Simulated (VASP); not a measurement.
Write the native input for VASP 6.6.1 that does the following.

| Item | Value |
| --- | --- |
| Task | single point |
| Functional | LDA |
| Potentials or basis | VASP PAW LDA potentials, release 64 (H, C, F) |
| Cutoff | 520 eV |
| k mesh | 3 × 3 × 1 |
| Occupations | gaussian, width 0.02 eV |
| Spin | no spin polarisation |
| Dipole correction | no |
| Further INCAR settings | LREAL = Auto; ALGO = Normal; EDIFF = 1e-06; NBANDS = 57 |

The structure of H7C16F lies in POSCAR:

```
H7C16F
1.0
    5.0487420000      0.0000000000      0.0000000000
    2.5243710000      4.3723390000      0.0000000000
    0.0000000000      0.0000000000     15.7764260000
H C F
7 16 1
Direct
    0.1666667000      0.1666667000      0.0633857000
    0.6666667000      0.1666667000      0.0633857000
    0.1666667000      0.6666667000      0.0633857000
    0.6666667000      0.6666667000      0.0633857000
   -0.0003678685      0.4996234538      0.3639265344
    0.5008046745      0.4996202521      0.3639293911
   -0.0002792518      1.0006180829      0.3639185446
    0.1666667000      0.1666667000      0.1331100000
    0.6666667000      0.1666667000      0.1331100000
    0.1666667000      0.6666667000      0.1331100000
    0.6666667000      0.6666667000      0.1331100000
   -0.1666667000      0.3333333000      0.1657717000
    0.3333333000      0.3333333000      0.1657717000
   -0.1666667000      0.8333333000      0.1657717000
    0.3333333000      0.8333333000      0.1657717000
   -0.1666612281      0.3333255412      0.2628782910
    0.3327290594      0.3345433386      0.2629527057
   -0.1654568640      0.8327154992      0.2629531208
    0.3327407836      0.8327132752      0.2629526227
   -0.0004390309      0.0008819994      0.2937027299
    0.4999879548      0.0000082070      0.2924999252
   -0.0004510363      0.4995371844      0.2937065511
    0.5009254525      0.4995320372      0.2937081379
    0.5000080492      0.9999854869      0.3811553578
```

These files were run (other wordings do the same):

INCAR

```
  PREC = Accurate
  ENCUT = 520
  EDIFF = 1E-6
  ISMEAR = 0
  SIGMA = 0.02
  LREAL = Auto
  LASPH = T
  NELM = 60
  ALGO = Normal
  ISIF = 2
  LWAVE = F
  LCHARG = F
  GGA = CA
  NBANDS = 57
```

KPOINTS

```
regular mesh
0
Gamma
  3 3 1
```

Potentials or basis: VASP PAW LDA potentials, release 64 (H, C, F).

Run with:

```bash
$ cat potpaw_LDA.64/H/POTCAR potpaw_LDA.64/C/POTCAR potpaw_LDA.64/F/POTCAR > POTCAR
$ mpirun -np 1 vasp_std > vasp.out
```

It gave:

- Largest force: 1.533 eV/Å
- Band gap on the k mesh: 3.40 eV

Caveat: the k points lie up to 0.48 Å⁻¹ apart; there is no dipole correction, which matters where the two faces differ.

Run time: 6.6 min on 1 thread of Intel Xeon 8259CL (shared host), peak memory 0.37 GiB.
